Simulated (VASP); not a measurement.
# CdSe (P6_3mc) in VASP: single point with PBE

Aim: the single point of CdSe with PBE.

Program: VASP 6.6.1. These are calculated values, not measurements. Logs are shortened: lines on timing, memory, paths and dates and some standing lists are left out, and cuts for length are marked.

## 1. The cell of the first run

The structure is hexagonal, space group P6_3mc (No. 186). Conventional cell: a = 4.300 Å, b = 4.300 Å, c = 7.020 Å, α = 90.00°, β = 90.00°, γ = 120.00°. Within 3.4 Å of Cd (site symmetry 3m) lie 4 Se at 2.61 to 2.70 Å. Se (site symmetry 3m) has 4 Cd at 2.61 to 2.70 Å within 3.4 Å.

## 2. Single point, PBE

Input file INCAR:

```
  PREC = Accurate
  ENCUT = 500
  EDIFF = 1E-6
  ISMEAR = 0
  SIGMA = 0.01
  LREAL = False
  LASPH = True
  NELM = 120
  ALGO = Normal
  ISIF = 2
  LWAVE = False
  LCHARG = False
  GGA = PE
  NBANDS = 26
  GGA_COMPAT = False
```

Input file KPOINTS:

```
regular mesh
0
Gamma
  5 5 3
```

Input file POSCAR:

```
CdSe
1.0
    4.3000000000      0.0000000000      0.0000000000
   -2.1500000000      3.7239092363      0.0000000000
    0.0000000000      0.0000000000      7.0200000000
Cd Se
2 2
Direct
    0.3333333333      0.6666666667      0.0000000000
    0.6666666667      0.3333333333      0.5000000000
    0.3333333333      0.6666666667      0.3850000000
    0.6666666667      0.3333333333      0.8850000000
```

Potentials or basis: VASP PAW PBE potentials, release 64 (Cd, Se).

Launch:

```sh
cat potpaw_PBE.64/Cd/POTCAR potpaw_PBE.64/Se/POTCAR > POTCAR
mpirun -np 1 vasp_std > vasp.out
```

OUTCAR:

```text
PREC = Accurate
   ENCUT = 500
   EDIFF = 1E-6
   ISMEAR = 0
   LREAL = False
   LASPH = True
   NELM = 120
   ISIF = 2
   GGA = PE

 ion  position               nearest neighbor table
   1  0.333  0.667  0.000-   4 2.61   4 2.61   4 2.61   3 2.70
   2  0.667  0.333  0.500-   3 2.61   3 2.61   3 2.61   4 2.70
   3  0.333  0.667  0.385-   2 2.61   2 2.61   2 2.61   1 2.70
   4  0.667  0.333  0.885-   1 2.61   1 2.61   1 2.61   2 2.70

  LATTYP: Found a hexagonal cell.
 ALAT       =     4.3000000000
 C/A-ratio  =     1.6325581395

  Lattice vectors:

 A1 = (   4.3000000000,   0.0000000000,   0.0000000000)
 A2 = (  -2.1500000000,   3.7239092363,   0.0000000000)
 A3 = (   0.0000000000,   0.0000000000,   7.0200000000)

Analysis of symmetry for initial positions (statically):
=====================================================================
 Subroutine PRICEL returns:
 Original cell was already a primitive cell.

 Routine SETGRP: Setting up the symmetry group for a
 hexagonal supercell.

 Subroutine GETGRP returns: Found 12 space group operations
 (whereof  6 operations were pure point group operations)
 out of a pool of 24 trial point group operations.

The static configuration has the point symmetry C_3v.
 The point group associated with its full space group is C_6v.

Analysis of symmetry for dynamics (positions and initial velocities):
=====================================================================
 Subroutine PRICEL returns:
 Original cell was already a primitive cell.

 Routine SETGRP: Setting up the symmetry group for a
 hexagonal supercell.

 Subroutine GETGRP returns: Found 12 space group operations
 (whereof  6 operations were pure point group operations)
 out of a pool of 24 trial point group operations.

The dynamic configuration has the point symmetry C_3v.
 The point group associated with its full space group is C_6v.

 Subroutine INISYM returns: Found 12 space group operations
 (whereof  6 operations are pure point group operations),
 and found     1 'primitive' translations

----------------------------------------------------------------------------------------

                                     Primitive cell

  volume of cell :     112.4099

  direct lattice vectors                    reciprocal lattice vectors
     4.300000000  0.000000000  0.000000000     0.232558140  0.134267504  0.000000000
    -2.150000000  3.723909236  0.000000000     0.000000000  0.268535009  0.000000000
     0.000000000  0.000000000  7.020000000     0.000000000  0.000000000  0.142450142

[... 73 lines left out ...]
   LREAL  =      F    real-space projection
   EDIFFG = 0.1E-04   stopping-criterion for IOM
   NSW    =      0    number of steps for IOM
   IBRION =     -1    ionic relax: 0-MD 1-quasi-New 2-CG
   NFREE  =      0    steps in history (QN), initial steepest desc. (CG)
   ISIF   =      2    stress and relaxation
   ISYM   =      2    0-nonsym 1-usesym 2-fastsym
   POTIM  = 0.5000    time-step for ionic-motion
   TEBEG  =    0.0;   TEEND  =   0.0 temperature during run
   PSTRESS=    0.0 pullay stress
   NELECT =      36.0000    total number of electrons
   NUPDOWN=      -1.0000    fix difference up-down
   EMIN   =  10.00;   EMAX   =-10.00  energy-range for DOS
   EFERMI =   0.00;   METHOD = LEGACY
   ISMEAR =     0;   SIGMA  =   0.01  broadening in eV -4-tet -1-fermi 0-gaus
   EFERMI_NEDOS =   21; number of points for ismear=-14 and -15
   IALGO  =     38    algorithm
   IMIX   =      4    mixing-type and parameters
     AMIX     =   0.40;   BMIX     =  1.00
     AMIX_MAG =   1.60;   BMIX_MAG =  1.00
  volume/ion in A,a.u.               =      28.10       189.64
  Fermi-wavevector in a.u.,A,eV,Ry     =   1.120059  2.116604 17.068937  1.254531
  Thomas-Fermi vector in A             =   2.256702
   LORBIT       =      0    0 simple, 1 ext, 2 COOP (PROOUT), +10 PAW based schemes
   GGA     = PE    functional components
   LHFCALC =     F    Hartree Fock is set to
   AEXX    =    0.0000 exact exchange contribution
   IVDW    =     0    specifies the selected vdW correction
   LEPSILON=     F    determine dielectric tensor
   LRPA    =     F    only Hartree local field effects (RPA)
 non-spin polarized calculation
 Gauss-broadening in eV      SIGMA  =   0.01
  energy-cutoff  :      500.00
  volume of cell :      112.41
 maximum number of plane-waves:      2869
 NGX is ok and might be reduce to    32
   NGX = 15   NGY = 15   NGZ = 25

 number of electron      35.9999998 magnetization

 Free energy of the ion-electron system (eV)
  ---------------------------------------------------
  ext. energy  EPLUGINS =         0.00000000
  ---------------------------------------------------
  free energy    TOTEN  =       -10.88896491 eV

  energy without entropy =      -10.88896491  energy(sigma->0) =      -10.88896491

 E-fermi :   0.9994     XC(G=0):  -8.8795

 val. band max:        0.9420509570   @ k =   0.0000   0.0000   0.0000
 cond. band min:       1.6418822367   @ k =   0.0000   0.0000   0.0000
 fundamental gap:      0.6998312797
 Fermi energy:         0.9993993189

 k-point     1 :       0.0000    0.0000    0.0000
  band No.  band energies     occupation
      1     -11.6516      2.00000
      2     -11.2853      2.00000
      3      -6.9986      2.00000
      4      -6.9986      2.00000
      5      -6.9431      2.00000
      6      -6.9431      2.00000
[... 279 lines left out ...]
     25       9.1649      0.00000
     26       9.5596      0.00000

------------------------ aborting loop because EDIFF is reached ----------------------------------------

  FORCE on cell =-STRESS in cart. coord.  units (eV):
  Direction    XX          YY          ZZ          XY          YZ          ZX
  --------------------------------------------------------------------------------------
  -------------------------------------------------------------------------------------
  Total        2.8626297      2.8626297      1.3421658      0.0000000      0.0000000      0.0000000
  in kB       40.8010276     40.8010276     19.1298734      0.0000000      0.0000000      0.0000000
  external PRESSURE =      33.5773095 kB  Pullay stress =       0.0000000 kB

 VOLUME and BASIS-vectors are now :
 -----------------------------------------------------------------------------
  energy-cutoff  :      500.00
  volume of cell :      112.41
      direct lattice vectors                 reciprocal lattice vectors
     4.300000000  0.000000000  0.000000000     0.232558140  0.134267504  0.000000000
    -2.150000000  3.723909236  0.000000000     0.000000000  0.268535009  0.000000000
     0.000000000  0.000000000  7.020000000     0.000000000  0.000000000  0.142450142

 POSITION                                       TOTAL-FORCE (eV/Angst)
 -----------------------------------------------------------------------------------
     -0.00000      2.48261      0.00000        -0.000000      0.000000      0.294910
      2.15000      1.24130      3.51000         0.000000     -0.000000      0.294910
     -0.00000      2.48261      2.70270         0.000000      0.000000     -0.294910
      2.15000      1.24130      6.21270        -0.000000     -0.000000     -0.294910
 -----------------------------------------------------------------------------------
    total drift:                               -0.000000     -0.000000      0.000041

  FREE ENERGIE OF THE ION-ELECTRON SYSTEM (eV)
  ---------------------------------------------------
  free  energy   TOTEN  =       -10.8889649067 eV

  energy  without entropy=      -10.8889649067  energy(sigma->0) =      -10.88896491
```

Wall time 39 s (1 thread of Intel Xeon 8259CL, shared host); peak memory 0.23 GiB.

Results:

- Free energy: -10.8890 eV
- Pressure: 3.4 GPa
- Largest force: 0.295 eV/Å
- Band gap on the k mesh: 0.70 eV

Forces in eV/Å, atoms in the order of the input:
```
Cd   0.000  0.000  0.295
Cd   0.000  0.000  0.295
Se   0.000  0.000 -0.295
Se   0.000  0.000 -0.295
```

Caveat: the cell stands under pressure.
